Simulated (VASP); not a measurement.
# Cu (P1) in VASP: single point with PBEsol

Aim: the single point of Cu with PBEsol.

Program: VASP 6.6.1. These are calculated values, not measurements. Logs are shortened: lines on timing, memory, paths and dates and some standing lists are left out, and cuts for length are marked.

### 1 The cell of the first run

The typed cell holds 8 atoms: a = 4.922 Å, b = 4.922 Å, c = 4.922 Å, α = 108.22°, β = 108.22°, γ = 112.01°.

### 2 Single point, PBEsol (atoms moved at random)

Contents of INCAR:

```
SYSTEM = Cu
  PREC = Accurate
  ENCUT = 520
  EDIFF = 1E-6
  ISMEAR = 0
  SIGMA = 0.15
  LREAL = .FALSE.
  LASPH = .TRUE.
  NELM = 80
  ALGO = Fast
  ISIF = 2
  LWAVE = .FALSE.
  LCHARG = .TRUE.
  GGA = PS
  LVHAR = .TRUE.
  NBANDS = 54
  KPAR = 4
```

Contents of KPOINTS:

```
Automatic mesh
0
G
  12 12 12
  0 0 0
```

Contents of POSCAR:

```
Cu
1.0
   -2.8855866400     -2.8855866400      2.7521629000
    2.8855866400      2.8855866400      2.7521629000
   -2.8855866400      2.8855866400     -2.7521629000
Cu
8
Direct
    0.4938034182      0.0220666472      0.4804310465
    0.0086742603      0.0108252276      0.5200751830
    0.5048568230     -0.0108917377      0.0028518884
    0.0352743973      0.0283757468     -0.0087408180
    0.5125957406      0.4972991936      0.5286758827
   -0.0002533726      0.4870898560      0.4981135411
    0.4604590713      0.4598048234     -0.0013327992
   -0.0154103381      0.5054302432     -0.0200739245
```

Potentials or basis: VASP PAW PBE potentials, release 64 (Cu).

The run is started by

```console
$ cat potpaw_PBE.64/Cu/POTCAR > POTCAR
$ mpirun -np 4 vasp_std > vasp.out
```

OUTCAR:

```text
SYSTEM = Cu
   PREC = Accurate
   ENCUT = 520
   EDIFF = 1E-6
   ISMEAR = 0
   LREAL = .FALSE.
   LASPH = .TRUE.
   NELM = 80
   ISIF = 2
   GGA = PS

 ion  position               nearest neighbor table
   1  0.494  0.022  0.480-   5 2.24   3 2.32   8 2.42   2 2.44   8 2.50   2 2.50   3 2.61   6 2.63
                             5 2.70   4 2.76
   2  0.009  0.011  0.520-   4 2.25   7 2.27   6 2.40   1 2.44   1 2.50   6 2.53   7 2.66   4 2.67
                             5 2.70
   3  0.505  0.989  0.003-   1 2.32   4 2.38   7 2.41   6 2.44   6 2.48   7 2.52   4 2.56   1 2.61
                             8 2.71
   4  0.035  0.028  0.991-   2 2.25   7 2.34   3 2.38   5 2.47   8 2.47   8 2.47   5 2.49   3 2.56
                             2 2.67   1 2.76
   5  0.513  0.497  0.529-   1 2.24   7 2.46   6 2.46   4 2.47   6 2.47   7 2.48   4 2.49   8 2.64
                             1 2.70   2 2.70
   6  1.000  0.487  0.498-   8 2.37   2 2.40   3 2.44   5 2.46   5 2.47   3 2.48   2 2.53   8 2.56
                             1 2.63
   7  0.460  0.460  0.999-   2 2.27   4 2.34   8 2.41   3 2.41   5 2.46   5 2.48   3 2.52   8 2.54
                             2 2.66
   8  0.985  0.505  0.980-   6 2.37   7 2.41   1 2.42   4 2.47   4 2.47   1 2.50   7 2.54   6 2.56
                             5 2.64   3 2.71

  LATTYP: Found a body centered tetragonal cell.
 ALAT       =     5.7711732800
 C/A-ratio  =     0.9537620052

  Lattice vectors:

 A1 = (  -2.8855866400,  -2.8855866400,   2.7521629000)
 A2 = (   2.8855866400,   2.8855866400,   2.7521629000)
 A3 = (  -2.8855866400,   2.8855866400,  -2.7521629000)

Analysis of symmetry for initial positions (statically):
=====================================================================
 Subroutine PRICEL returns:
 Original cell was already a primitive cell.

 Routine SETGRP: Setting up the symmetry group for a
 body centered tetragonal supercell.

 Subroutine GETGRP returns: Found  1 space group operations
 (whereof  1 operations were pure point group operations)
 out of a pool of 16 trial point group operations.

The static configuration has the point symmetry C_1 .

Analysis of symmetry for dynamics (positions and initial velocities):
=====================================================================
 Subroutine PRICEL returns:
 Original cell was already a primitive cell.

 Routine SETGRP: Setting up the symmetry group for a
 body centered tetragonal supercell.

 Subroutine GETGRP returns: Found  1 space group operations
 (whereof  1 operations were pure point group operations)
 out of a pool of 16 trial point group operations.

The dynamic configuration has the point symmetry C_1 .

 Subroutine INISYM returns: Found  1 space group operations
 (whereof  1 operations are pure point group operations),
 and found     1 'primitive' translations

----------------------------------------------------------------------------------------

                                     Primitive cell

  volume of cell :      91.6648

  direct lattice vectors                    reciprocal lattice vectors
    -2.885586640 -2.885586640  2.752162900    -0.173274991  0.000000000  0.181675293
     2.885586640  2.885586640  2.752162900     0.000000000  0.173274991  0.181675293
    -2.885586640  2.885586640 -2.752162900    -0.173274991  0.173274991  0.000000000

  length of vectors
     4.922156148  4.922156148  4.922156148     0.251058030  0.251058030  0.245047843

  position of ions in fractional coordinates (direct lattice)
     0.493803418  0.022066647  0.480431047
     0.008674260  0.010825228  0.520075183
     0.504856823  0.989108262  0.002851888
     0.035274397  0.028375747  0.991259182
     0.512595741  0.497299194  0.528675883
     0.999746627  0.487089856  0.498113541
     0.460459071  0.459804823  0.998667201
     0.984589662  0.505430243  0.979926076

  ion indices of the primitive-cell ions
   primitive index   ion index
                 1           1
                 2           2
                 3           3
                 4           4
                 5           5
                 6           6
                 7           7
                 8           8

----------------------------------------------------------------------------------------

 KPOINTS: Automatic mesh

Automatic generation of k-mesh.
 Grid dimensions read from file:
 generate k-points for:   12   12   12

 Generating k-lattice:

  Cartesian coordinates                     Fractional coordinates (reciprocal lattice)
    -0.014439583  0.000000000  0.015139608     0.083333333 -0.000000000  0.000000000
     0.000000000  0.014439583  0.015139608    -0.000000000  0.083333333  0.000000000
    -0.014439583  0.014439583  0.000000000     0.000000000  0.000000000  0.083333333

  Length of vectors
     0.020921503  0.020921503  0.020420654

  Shift w.r.t. Gamma in fractional coordinates (k-lattice)
     0.000000000  0.000000000  0.000000000

 Subroutine IBZKPT returns following result:
 ===========================================

 Found    868 irreducible k-points:

 Following reciprocal coordinates:
            Coordinates               Weight
  0.000000  0.000000  0.000000      1.000000
  0.083333 -0.000000  0.000000      2.000000
  0.083333 -0.000000 -0.083333      2.000000
 -0.000000  0.083333 -0.083333      2.000000
 -0.000000  0.083333  0.000000      2.000000
  0.166667 -0.000000  0.000000      2.000000
[... 16 lines left out ...]
  0.500000 -0.000000  0.500000      1.000000
 -0.000000  0.500000  0.500000      1.000000
 [... further k-points ...]
   k-points           NKPTS =    868   k-points in BZ     NKDIM =    868   number of bands    NBANDS=     54
   number of dos      NEDOS =    301   number of ions     NIONS =      8
   total plane-waves  NPLWV =  64000
   dimension x,y,z NGX =    40 NGY =   40 NGZ =   40
   dimension x,y,z NGXF=    80 NGYF=   80 NGZF=   80
   ions per type =               8
   NGX,Y,Z   is equivalent  to a cutoff of  13.51, 13.51, 13.51 a.u.
   NGXF,Y,Z  is equivalent  to a cutoff of  27.02, 27.02, 27.02 a.u.
 SYSTEM =  Cu
   PREC   = accura    normal or accurate (medium, high low for compatibility)
   ISTART =      0    job   : 0-new  1-cont  2-samecut
   ICHARG =      2    charge: 1-file 2-atom 10-const
   ISPIN  =      1    spin polarized calculation?
   LNONCOLLINEAR =      F non collinear calculations
   LSORBIT =      F    spin-orbit coupling
   LASPH  =      T    aspherical Exc in radial PAW
   ENCUT  =  520.0 eV  38.22 Ry    6.18 a.u.   9.15  9.15  9.15*2*pi/ulx,y,z
   NELM   =     80;   NELMIN=  2; NELMDL= -5     # of ELM steps
   EDIFF  = 0.1E-05   stopping-criterion for ELM
   LREAL  =      F    real-space projection
   EDIFFG = 0.1E-04   stopping-criterion for IOM
   NSW    =      0    number of steps for IOM
   IBRION =     -1    ionic relax: 0-MD 1-quasi-New 2-CG
   NFREE  =      0    steps in history (QN), initial steepest desc. (CG)
   ISIF   =      2    stress and relaxation
   ISYM   =      2    0-nonsym 1-usesym 2-fastsym
   POTIM  = 0.5000    time-step for ionic-motion
   TEBEG  =    0.0;   TEEND  =   0.0 temperature during run
   PSTRESS=    0.0 pullay stress
   NELECT =      88.0000    total number of electrons
   NUPDOWN=      -1.0000    fix difference up-down
   EMIN   =  10.00;   EMAX   =-10.00  energy-range for DOS
   EFERMI =   0.00;   METHOD = LEGACY
   ISMEAR =     0;   SIGMA  =   0.15  broadening in eV -4-tet -1-fermi 0-gaus
   EFERMI_NEDOS =   21; number of points for ismear=-14 and -15
   IALGO  =     68    algorithm
   IMIX   =      4    mixing-type and parameters
     AMIX     =   0.40;   BMIX     =  1.00
     AMIX_MAG =   1.60;   BMIX_MAG =  1.00
  volume/ion in A,a.u.               =      11.46        77.32
  Fermi-wavevector in a.u.,A,eV,Ry     =   1.614984  3.051878 35.486359  2.608174
  Thomas-Fermi vector in A             =   2.709805
   LORBIT       =      0    0 simple, 1 ext, 2 COOP (PROOUT), +10 PAW based schemes
   GGA     = PS    functional components
   LHFCALC =     F    Hartree Fock is set to
   AEXX    =    0.0000 exact exchange contribution
   IVDW    =     0    specifies the selected vdW correction
   LEPSILON=     F    determine dielectric tensor
   LRPA    =     F    only Hartree local field effects (RPA)
 non-spin polarized calculation
 RMM-DIIS sequential band-by-band and
 Gauss-broadening in eV      SIGMA  =   0.15
  energy-cutoff  :      520.00
  volume of cell :       91.66
 maximum number of plane-waves:      2486
 NGX is ok and might be reduce to    40
   NGX = 19   NGY = 19   NGZ = 19

 number of electron      87.9999999 magnetization

 Free energy of the ion-electron system (eV)
  ---------------------------------------------------
  ext. energy  EPLUGINS =         0.00000000
  ---------------------------------------------------
  free energy    TOTEN  =       -33.52857720 eV

  energy without entropy =      -33.49360288  energy(sigma->0) =      -33.51109004

 E-fermi :   7.7853     XC(G=0): -13.0674

 val. band max:        7.7851846370   @ k =   0.1667  -0.4167   0.2500
 cond. band min:       7.7853568215   @ k =  -0.1667  -0.4167   0.3333
 fundamental gap:      0.0001721845
 Fermi energy:         7.7853034507

 k-point     1 :       0.0000    0.0000    0.0000
  band No.  band energies     occupation
      1      -1.8526      2.00000
      2       2.4287      2.00000
      3       2.4843      2.00000
      4       2.5366      2.00000
      5       2.5384      2.00000
      6       2.5703      2.00000
[... 46 lines left out ...]
     53      12.4437      0.00000
     54      15.5655      0.00000

 k-point     2 :       0.0833   -0.0000    0.0000
  band No.  band energies     occupation
      1      -1.7832      2.00000
      2       2.4306      2.00000
      3       2.4959      2.00000
      4       2.5441      2.00000
      5       2.5708      2.00000
      6       2.5917      2.00000
[... 46 lines left out ...]
     53      12.9105      0.00000
     54      15.4779      0.00000
[... 1195 lines left out ...]
     53      16.6047      0.00000
     54      16.7383      0.00000

 k-point    24 :      -0.0000    0.5000    0.5000
  band No.  band energies     occupation
      1       0.3756      2.00000
      2       0.5297      2.00000
      3       2.8879      2.00000
      4       3.0220      2.00000
      5       3.0786      2.00000
      6       3.1224      2.00000
[... 46 lines left out ...]
     53      16.6907      0.00000
     54      17.0084      0.00000

 [... further k-points ...]
[... 5 lines left out ...]
  --------------------------------------------------------------------------------------
  -------------------------------------------------------------------------------------
  Total        1.6842487      1.8961431      2.5951043     -0.4810726      0.2106956      0.6002262
  in kB       29.4384168     33.1420474     45.3589542     -8.4085053      3.6826778     10.4911518
  external PRESSURE =      35.9798062 kB  Pullay stress =       0.0000000 kB

 VOLUME and BASIS-vectors are now :
 -----------------------------------------------------------------------------
  energy-cutoff  :      520.00
  volume of cell :       91.66
      direct lattice vectors                 reciprocal lattice vectors
    -2.885586640 -2.885586640  2.752162900    -0.173274991  0.000000000  0.181675293
     2.885586640  2.885586640  2.752162900     0.000000000  0.173274991  0.181675293
    -2.885586640  2.885586640 -2.752162900    -0.173274991  0.173274991  0.000000000

 POSITION                                       TOTAL-FORCE (eV/Angst)
 -----------------------------------------------------------------------------------
     -2.74756      0.02509      0.09753        -1.201342     -0.669216     -1.389597
     -1.49452      1.50693     -1.37767         1.389494     -1.613000     -0.284536
      1.38912      1.40558      4.10379        -0.018065     -1.095989      0.548962
     -2.88027      2.84046     -2.55293        -0.418197      1.032530     -1.821316
     -1.56968      1.48140      1.32439         0.809469      0.975823      0.917937
     -2.91667     -0.04197      2.72113         0.491029     -0.080236      0.684136
     -2.88363      2.87985     -0.21578        -0.774535      0.752194      1.734019
     -4.21032      1.44501      1.40386        -0.277854      0.697894     -0.389605
 -----------------------------------------------------------------------------------
    total drift:                                0.000907     -0.000439     -0.000155

  FREE ENERGIE OF THE ION-ELECTRON SYSTEM (eV)
  ---------------------------------------------------
  free  energy   TOTEN  =       -33.5285771971 eV

  energy  without entropy=      -33.4936028801  energy(sigma->0) =      -33.51109004
```

Run time: 19 min. Hardware: 4 MPI ranks of Intel Xeon Platinum 8488C (Sapphire Rapids), shared host; peak memory 2.4 GiB.

Results:

- Free energy: -33.5286 eV
- Pressure: 3.6 GPa
- Largest force: 2.148 eV/Å
- Band gap on the k mesh: zero (bands 44 and 45 overlap by 2.00 eV)

Forces on the atoms (eV/Å):
```
Cu  -1.201 -0.669 -1.390
Cu   1.389 -1.613 -0.285
Cu  -0.018 -1.096  0.549
Cu  -0.418  1.033 -1.821
Cu   0.809  0.976  0.918
Cu   0.491 -0.080  0.684
Cu  -0.775  0.752  1.734
Cu  -0.278  0.698 -0.390
```

Stress tensor (GPa, compression positive):
```
 2.94 -0.84  1.05
-0.84  3.31  0.37
 1.05  0.37  4.54
```

Caveat: the cell differs from its parent crystal (atoms moved at random); the cell stands under pressure; the PAW data sets were made with another functional, which shifts forces and pressure a little.
